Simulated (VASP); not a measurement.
# Ta3Si3N (P6/mmm) in VASP: a series of runs

The runs below take Ta3Si3N through single point, with PBE.

Everything below comes from runs of VASP 6.6.1. Logs are shortened: lines on timing, memory, paths and dates and some standing lists are left out, and cuts for length are marked.

**1. The cell of the first run**

It takes space group P6/mmm (No. 191, hexagonal). The conventional cell has a = 5.215 Å, b = 5.215 Å, c = 5.234 Å, α = 90.00°, β = 90.00°, γ = 120.00°. Within 3.4 Å of Ta (site symmetry mmm) lie 4 Ta at 2.61 Å and 2 N at 2.61 Å and 2 Si at 2.62 Å. Si (site symmetry mmm) has 4 Si at 2.61 Å and 2 Ta at 2.62 Å within 3.4 Å. N (site symmetry 6/mmm) has 6 Ta at 2.61 Å within 3.4 Å.

The cell was built from a structure type or drawn by symmetry, and may not be a known phase.

**2. Single point, PBE**

The input, INCAR:

```
SYSTEM = Ta3Si3N
ALGO     = Normal         ! electronic algorithm
EDIFF    = 1E-7           ! SCF threshold, eV
ENCUT    = 520            ! plane-wave cutoff, eV
GGA      = PE             ! functional
ISIF     = 2              ! what is computed and relaxed
ISMEAR   = 0              ! smearing method
LASPH    = .True.         ! aspherical terms in the spheres
LCHARG   = .True.         ! write CHGCAR
LELF     = .True.         ! ELF
LREAL    = .False.        ! projectors in reciprocal space
LVHAR    = .True.       
LWAVE    = .False.        ! write WAVECAR
NBANDS   = 34             ! bands
NELM     = 80             ! most SCF steps
PREC     = Accurate       ! precision mode
SIGMA    = 0.1            ! smearing width, eV
```

The input, KPOINTS:

```
k-points
0
Gamma
  12 12 8
  0 0 0
```

The input, POSCAR:

```
Ta3Si3N
1.0
    5.2151422879      0.0000000000      0.0000000000
   -2.6075711439      4.5164457057      0.0000000000
    0.0000000000      0.0000000000      5.2340570897
Ta Si N
3 3 1
Direct
    0.5000000000      0.0000000000      0.0000000000
    0.0000000000      0.5000000000      0.0000000000
    0.5000000000      0.5000000000      0.0000000000
    0.5000000000      0.0000000000      0.5000000000
    0.0000000000      0.5000000000      0.5000000000
    0.5000000000      0.5000000000      0.5000000000
    0.0000000000      0.0000000000      0.0000000000
```

Potentials or basis: VASP PAW PBE potentials, release 64 (Ta_pv, Si, N).

The run is started by

```sh
$ cat potpaw_PBE.64/Ta_pv/POTCAR potpaw_PBE.64/Si/POTCAR potpaw_PBE.64/N/POTCAR > POTCAR
$ mpirun -np 1 vasp_std > vasp.out
```

OUTCAR:

```text
SYSTEM = Ta3Si3N
   EDIFF = 1E-7
   ENCUT = 520
   GGA = PE
   ISIF = 2
   ISMEAR = 0
   LASPH = .True.
   LREAL = .False.
   NELM = 80
   PREC = Accurate

 ion  position               nearest neighbor table
   1  0.500  0.000  0.000-   3 2.61   3 2.61   7 2.61   7 2.61   2 2.61   2 2.61   4 2.62   4 2.62

   2  0.000  0.500  0.000-   7 2.61   7 2.61   3 2.61   3 2.61   1 2.61   1 2.61   5 2.62   5 2.62

   3  0.500  0.500  0.000-   1 2.61   1 2.61   2 2.61   2 2.61   7 2.61   7 2.61   6 2.62   6 2.62

   4  0.500  0.000  0.500-   6 2.61   6 2.61   5 2.61   5 2.61   1 2.62   1 2.62
   5  0.000  0.500  0.500-   6 2.61   6 2.61   4 2.61   4 2.61   2 2.62   2 2.62
   6  0.500  0.500  0.500-   4 2.61   4 2.61   5 2.61   5 2.61   3 2.62   3 2.62
   7  0.000  0.000  0.000-   2 2.61   2 2.61   1 2.61   1 2.61   3 2.61   3 2.61

  LATTYP: Found a hexagonal cell.
 ALAT       =     5.2151422879
 C/A-ratio  =     1.0036269004

  Lattice vectors:

 A1 = (   5.2151422879,   0.0000000000,   0.0000000000)
 A2 = (  -2.6075711439,   4.5164457057,   0.0000000000)
 A3 = (   0.0000000000,   0.0000000000,   5.2340570897)

Analysis of symmetry for initial positions (statically):
=====================================================================
 Subroutine PRICEL returns:
 Original cell was already a primitive cell.

 Routine SETGRP: Setting up the symmetry group for a
 hexagonal supercell.

 Subroutine GETGRP returns: Found 24 space group operations
 (whereof 24 operations were pure point group operations)
 out of a pool of 24 trial point group operations.

The static configuration has the point symmetry D_6h.

Analysis of symmetry for dynamics (positions and initial velocities):
=====================================================================
 Subroutine PRICEL returns:
 Original cell was already a primitive cell.

 Routine SETGRP: Setting up the symmetry group for a
 hexagonal supercell.

 Subroutine GETGRP returns: Found 24 space group operations
 (whereof 24 operations were pure point group operations)
 out of a pool of 24 trial point group operations.

The dynamic configuration has the point symmetry D_6h.

 Subroutine INISYM returns: Found 24 space group operations
 (whereof 24 operations are pure point group operations),
 and found     1 'primitive' translations

----------------------------------------------------------------------------------------

                                     Primitive cell

  volume of cell :     123.2825

  direct lattice vectors                    reciprocal lattice vectors
     5.215142288  0.000000000  0.000000000     0.191749322  0.110706523  0.000000000
    -2.607571144  4.516445706  0.000000000     0.000000000  0.221413046  0.000000000
     0.000000000  0.000000000  5.234057090     0.000000000  0.000000000  0.191056380

  length of vectors
     5.215142288  5.215142288  5.234057090     0.221413046  0.221413046  0.191056380

  position of ions in fractional coordinates (direct lattice)
     0.500000000  0.000000000  0.000000000
     1.000000000  0.500000000  0.000000000
     0.500000000  0.500000000  0.000000000
     0.500000000  0.000000000  0.500000000
     1.000000000  0.500000000  0.500000000
     0.500000000  0.500000000  0.500000000
     0.000000000  0.000000000  0.000000000

  ion indices of the primitive-cell ions
   primitive index   ion index
                 1           1
                 2           2
                 3           3
                 4           4
                 5           5
                 6           6
                 7           7

----------------------------------------------------------------------------------------

 KPOINTS: k-points

Automatic generation of k-mesh.
 Grid dimensions read from file:
 generate k-points for:   12   12    8

 Generating k-lattice:

  Cartesian coordinates                     Fractional coordinates (reciprocal lattice)
     0.015979110  0.009225544  0.000000000     0.083333333  0.000000000  0.000000000
     0.000000000  0.018451087  0.000000000     0.000000000  0.083333333  0.000000000
     0.000000000  0.000000000  0.023882047     0.000000000  0.000000000  0.125000000

  Length of vectors
     0.018451087  0.018451087  0.023882047

  Shift w.r.t. Gamma in fractional coordinates (k-lattice)
     0.000000000  0.000000000  0.000000000

 Subroutine IBZKPT returns following result:
 ===========================================

 Found     95 irreducible k-points:

 Following reciprocal coordinates:
            Coordinates               Weight
  0.000000  0.000000  0.000000      1.000000
  0.083333 -0.000000  0.000000      6.000000
  0.166667  0.000000  0.000000      6.000000
  0.250000  0.000000  0.000000      6.000000
  0.333333  0.000000  0.000000      6.000000
  0.416667  0.000000  0.000000      6.000000
[... 16 lines left out ...]
  0.250000  0.000000  0.125000     12.000000
  0.333333  0.000000  0.125000     12.000000
 [... further k-points ...]
   k-points           NKPTS =     95   k-points in BZ     NKDIM =     95   number of bands    NBANDS=     34
   number of dos      NEDOS =    301   number of ions     NIONS =      7
   total plane-waves  NPLWV =  64000
   dimension x,y,z NGX =    40 NGY =   40 NGZ =   40
   dimension x,y,z NGXF=    80 NGYF=   80 NGZF=   80
   ions per type =               3   3   1
   NGX,Y,Z   is equivalent  to a cutoff of  12.75, 12.75, 12.70 a.u.
   NGXF,Y,Z  is equivalent  to a cutoff of  25.50, 25.50, 25.41 a.u.
 SYSTEM =  Ta3Si3N
   PREC   = accura    normal or accurate (medium, high low for compatibility)
   ISTART =      0    job   : 0-new  1-cont  2-samecut
   ICHARG =      2    charge: 1-file 2-atom 10-const
   ISPIN  =      1    spin polarized calculation?
   LNONCOLLINEAR =      F non collinear calculations
   LSORBIT =      F    spin-orbit coupling
   LASPH  =      T    aspherical Exc in radial PAW
   ENCUT  =  520.0 eV  38.22 Ry    6.18 a.u.   9.70  9.70  9.73*2*pi/ulx,y,z
   NELM   =     80;   NELMIN=  2; NELMDL= -5     # of ELM steps
   EDIFF  = 0.1E-06   stopping-criterion for ELM
   LREAL  =      F    real-space projection
   EDIFFG = 0.1E-05   stopping-criterion for IOM
   NSW    =      0    number of steps for IOM
   IBRION =     -1    ionic relax: 0-MD 1-quasi-New 2-CG
   NFREE  =      0    steps in history (QN), initial steepest desc. (CG)
   ISIF   =      2    stress and relaxation
   ISYM   =      2    0-nonsym 1-usesym 2-fastsym
   POTIM  = 0.5000    time-step for ionic-motion
   TEBEG  =    0.0;   TEEND  =   0.0 temperature during run
   PSTRESS=    0.0 pullay stress
   NELECT =      50.0000    total number of electrons
   NUPDOWN=      -1.0000    fix difference up-down
   EMIN   =  10.00;   EMAX   =-10.00  energy-range for DOS
   EFERMI =   0.00;   METHOD = LEGACY
   ISMEAR =     0;   SIGMA  =   0.10  broadening in eV -4-tet -1-fermi 0-gaus
   EFERMI_NEDOS =   21; number of points for ismear=-14 and -15
   IALGO  =     38    algorithm
   IMIX   =      4    mixing-type and parameters
     AMIX     =   0.40;   BMIX     =  1.00
     AMIX_MAG =   1.60;   BMIX_MAG =  1.00
  volume/ion in A,a.u.               =      17.61       118.85
  Fermi-wavevector in a.u.,A,eV,Ry     =   1.211800  2.289970 19.979608  1.468460
  Thomas-Fermi vector in A             =   2.347304
   LORBIT       =      0    0 simple, 1 ext, 2 COOP (PROOUT), +10 PAW based schemes
   GGA     = PE    functional components
   LHFCALC =     F    Hartree Fock is set to
   AEXX    =    0.0000 exact exchange contribution
   IVDW    =     0    specifies the selected vdW correction
   LEPSILON=     F    determine dielectric tensor
   LRPA    =     F    only Hartree local field effects (RPA)
 non-spin polarized calculation
 Gauss-broadening in eV      SIGMA  =   0.10
  energy-cutoff  :      520.00
  volume of cell :      123.28
 maximum number of plane-waves:      3343
 NGX is ok and might be reduce to    40
   NGX = 19   NGY = 19   NGZ = 19

 number of electron      49.9999992 magnetization

 Free energy of the ion-electron system (eV)
  ---------------------------------------------------
  ext. energy  EPLUGINS =         0.00000000
  ---------------------------------------------------
  free energy    TOTEN  =       -53.72135754 eV

  energy without entropy =      -53.69551757  energy(sigma->0) =      -53.70843756

 E-fermi :   5.6910     XC(G=0): -10.9551

 val. band max:        5.6855305900   @ k =   0.2500   0.2500   0.3750
 cond. band min:       5.6945778393   @ k =   0.2500   0.0833   0.5000
 fundamental gap:      0.0090472494
 Fermi energy:         5.6909619054

 k-point     1 :       0.0000    0.0000    0.0000
  band No.  band energies     occupation
      1     -29.8950      2.00000
      2     -29.2272      2.00000
      3     -29.2272      2.00000
      4     -28.8738      2.00000
      5     -28.5535      2.00000
      6     -28.5535      2.00000
[... 26 lines left out ...]
     33       9.3811      0.00000
     34       9.4517      0.00000

 k-point     2 :       0.0833   -0.0000    0.0000
  band No.  band energies     occupation
      1     -29.8680      2.00000
      2     -29.2231      2.00000
      3     -29.2081      2.00000
      4     -28.8691      2.00000
      5     -28.5585      2.00000
      6     -28.5535      2.00000
[... 26 lines left out ...]
     33       9.3923      0.00000
     34       9.5966      0.00000

 k-point     3 :       0.1667    0.0000    0.0000
  band No.  band energies     occupation
      1     -29.7912      2.00000
      2     -29.2085      2.00000
      3     -29.1521      2.00000
      4     -28.8554      2.00000
      5     -28.5729      2.00000
      6     -28.5536      2.00000
[... 26 lines left out ...]
     33       9.3357      0.00000
     34       9.6607      0.00000
[... 704 lines left out ...]
 k-point    23 :       0.2500    0.0000    0.1250
  band No.  band energies     occupation
      1     -29.6799      2.00000
      2     -29.1731      2.00000
      3     -29.0626      2.00000
      4     -28.8344      2.00000
      5     -28.5957      2.00000
      6     -28.5540      2.00000
[... 26 lines left out ...]
     33       9.1173      0.00000
     34       9.8050      0.00000

 k-point    24 :       0.3333    0.0000    0.1250
  band No.  band energies     occupation
      1     -29.5673      2.00000
      2     -29.0932      2.00000
      3     -28.9460      2.00000
      4     -28.8079      2.00000
      5     -28.6232      2.00000
      6     -28.5542      2.00000
[... 26 lines left out ...]
     33       8.6109      0.00000
     34       9.2416      0.00000

 [... further k-points ...]

------------------------ aborting loop because EDIFF is reached ----------------------------------------

  FORCE on cell =-STRESS in cart. coord.  units (eV):
  Direction    XX          YY          ZZ          XY          YZ          ZX
  --------------------------------------------------------------------------------------
  -------------------------------------------------------------------------------------
  Total        0.1273499      0.1273499      0.0431759      0.0000000      0.0000000     -0.0000000
  in kB        1.6550373      1.6550373      0.5611134      0.0000000      0.0000000     -0.0000000
  external PRESSURE =       1.2903960 kB  Pullay stress =       0.0000000 kB

 VOLUME and BASIS-vectors are now :
 -----------------------------------------------------------------------------
  energy-cutoff  :      520.00
  volume of cell :      123.28
      direct lattice vectors                 reciprocal lattice vectors
     5.215142288  0.000000000  0.000000000     0.191749322  0.110706523  0.000000000
    -2.607571144  4.516445706  0.000000000     0.000000000  0.221413046  0.000000000
     0.000000000  0.000000000  5.234057090     0.000000000  0.000000000  0.191056380

 POSITION                                       TOTAL-FORCE (eV/Angst)
 -----------------------------------------------------------------------------------
      2.60757      0.00000      0.00000         0.000000      0.000000      0.000000
     -1.30379      2.25822      0.00000        -0.000000      0.000000      0.000000
      1.30379      2.25822      0.00000         0.000000      0.000000      0.000000
      2.60757      0.00000      2.61703        -0.000000      0.000000      0.000000
     -1.30379      2.25822      2.61703        -0.000000      0.000000      0.000000
      1.30379      2.25822      2.61703        -0.000000      0.000000      0.000000
      0.00000      0.00000      0.00000        -0.000000      0.000000      0.000000
 -----------------------------------------------------------------------------------
    total drift:                               -0.000000      0.000000     -0.000000

  FREE ENERGIE OF THE ION-ELECTRON SYSTEM (eV)
  ---------------------------------------------------
  free  energy   TOTEN  =       -53.7213575449 eV

  energy  without entropy=      -53.6955175670  energy(sigma->0) =      -53.70843756
```

It took 4.2 min on 1 thread of AMD EPYC 9R45 (Zen 5), shared host; peak memory 0.45 GiB.

What came out:

```
Free energy            : -53.7214 eV
Pressure               : 0.1 GPa
Band gap on the k mesh : zero (bands 25 and 26 overlap by 2.00 eV)
```

Caveat: spin-orbit coupling is left out, which moves the levels of the heavy elements.

**3. Single point, PBE, collinear spin**

This run uses another cell than the first one, of 15.76 Å³/atom.

The input, INCAR:

```
ALGO = Normal ; EDIFF = 1E-7
ENCUT = 520 ; GGA = PE
ISIF = 2 ; ISMEAR = 0
ISPIN = 2 ; LASPH = True
LCHARG = False ; LMAXMIX = 4
LORBIT = 11 ; LREAL = False
LWAVE = False ; MAGMOM = 1 1 1 0 0 0 0
NBANDS = 38 ; NELM = 150
PREC = Accurate ; SIGMA = 0.1
```

The input, KPOINTS:

```
k-points
0
Gamma
  6 6 4
```

POSCAR, as its differences from that of step 2:

```diff
@@ -2,5 +2,5 @@
 1.0
-    5.2151422879      0.0000000000      0.0000000000
-   -2.6075711439      4.5164457057      0.0000000000
-    0.0000000000      0.0000000000      5.2340570897
+    4.6288331300      0.0000000000      0.0000000000
+   -2.3144165700      4.0086870800      0.0000000000
+    0.0000000000      0.0000000000      5.9442231900
 Ta Si N
```

Potentials or basis: VASP PAW PBE potentials, release 64 (Ta_pv, Si, N).

The run is started by

```sh
$ cat potpaw_PBE.64/Ta_pv/POTCAR potpaw_PBE.64/Si/POTCAR potpaw_PBE.64/N/POTCAR > POTCAR
$ mpirun -np 1 vasp_std > vasp.out
```

Wall time 2 min (1 thread of AMD EPYC 9R45 (Zen 5), shared host); peak memory 0.33 GiB.

The run converged. Its results:

- Free energy: -49.1735 eV
- Pressure: 35.4 GPa
- Band gap on the k mesh: zero (filled and empty bands overlap)
- Net moment: 0.00 μB per cell
- Valence electrons inside the program's atomic spheres: Ta 9.63; Si 1.67; N 3.60

Stress tensor (GPa, compression positive):
```
57.59  0.00  0.00
 0.00 57.59  0.00
 0.00  0.00 -9.10
```

Levels at points of the mesh, in eV from the Fermi level:
Spin up:
| k point | band 24 | band 25 | band 26 | band 27 | band 28 | band 29 |
| --- | --- | --- | --- | --- | --- | --- |
| (0.00, 0.00, 0.00) | -1.81 | -1.78 | -1.78 | -1.62 | 2.27 | 2.53 |
| (0.50, 0.00, 0.00) | 0.33 | 0.37 | 1.20 | 1.34 | 1.50 | 1.98 |
| (0.00, 0.00, 0.50) | -2.77 | -0.44 | -0.44 | 0.04 | 0.04 | 2.28 |
| (0.50, 0.00, 0.50) | 0.36 | 0.88 | 1.20 | 1.44 | 1.55 | 2.05 |
Spin down:
```csv
k point,band 24,band 25,band 26,band 27,band 28,band 29
"(0.00, 0.00, 0.00)",-1.81,-1.78,-1.78,-1.62,2.27,2.53
"(0.50, 0.00, 0.00)",0.33,0.37,1.20,1.34,1.50,1.98
"(0.00, 0.00, 0.50)",-2.77,-0.44,-0.44,0.04,0.04,2.28
"(0.50, 0.00, 0.50)",0.36,0.88,1.20,1.44,1.55,2.05
```

Caveat: the cell stands under pressure; spin-orbit coupling is left out, which moves the levels of the heavy elements.
